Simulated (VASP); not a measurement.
Here is a VASP 6.6.1 calculation.

Contents of INCAR:

```
SYSTEM = ZrB
PREC = Accurate
ENCUT = 600
EDIFF = 1E-6
ISMEAR = -1
SIGMA = 0.05
LREAL = .FALSE.
LASPH = .TRUE.
NELM = 80
ALGO = Normal
ISIF = 3
LWAVE = .FALSE.
LCHARG = .FALSE.
GGA = PE
IVDW = 12
IBRION = 2
NSW = 60
EDIFFG = -0.01
```

The input KPOINTS:

```
Automatic mesh
0
G
  10 10 10
  0 0 0
```

The input POSCAR:

```
ZrB
1.0
    0.0000000000      2.3250000000      2.3250000000
    2.3250000000      0.0000000000      2.3250000000
    2.3250000000      2.3250000000      0.0000000000
Zr B
1 1
Direct
    0.0000000000      0.0000000000      0.0000000000
    0.5000000000      0.5000000000      0.5000000000
```

Potentials or basis: VASP PAW PBE potentials, release 64 (Zr_sv, B).

The run is started by

```sh
$ cat potpaw_PBE.64/Zr_sv/POTCAR potpaw_PBE.64/B/POTCAR > POTCAR
$ mpirun -np 1 vasp_std > vasp.out
```

Problem. What does it give for the dispersion energy per atom?

Solution. -0.392 eV.

Problem. Predict the relaxed volume.

Solution. 14.35 Å³/atom.

Problem. Predict the space group after relaxing (to 0.05 Å).

Solution. Fm-3m (No. 225).

Final structure:
```cif
data_structure
_symmetry_space_group_name_H-M 'P 1'
_symmetry_Int_Tables_number 1
_cell_length_a 3.4367
_cell_length_b 3.4367
_cell_length_c 3.4367
_cell_angle_alpha 60.000
_cell_angle_beta 60.000
_cell_angle_gamma 60.000
_cell_volume 28.70
loop_
_atom_site_label
_atom_site_type_symbol
_atom_site_fract_x
_atom_site_fract_y
_atom_site_fract_z
_atom_site_occupancy
Zr1 Zr 0.00000 0.00000 0.00000 1
B1 B 0.50000 0.50000 0.50000 1
```

Caveat: the volume moved by +14 % from the deposited cell, more than functionals usually miss; pairwise dispersion overbinds metals, which lowers pressure and volume. Zero-point motion and thermal expansion aren't in these numbers.
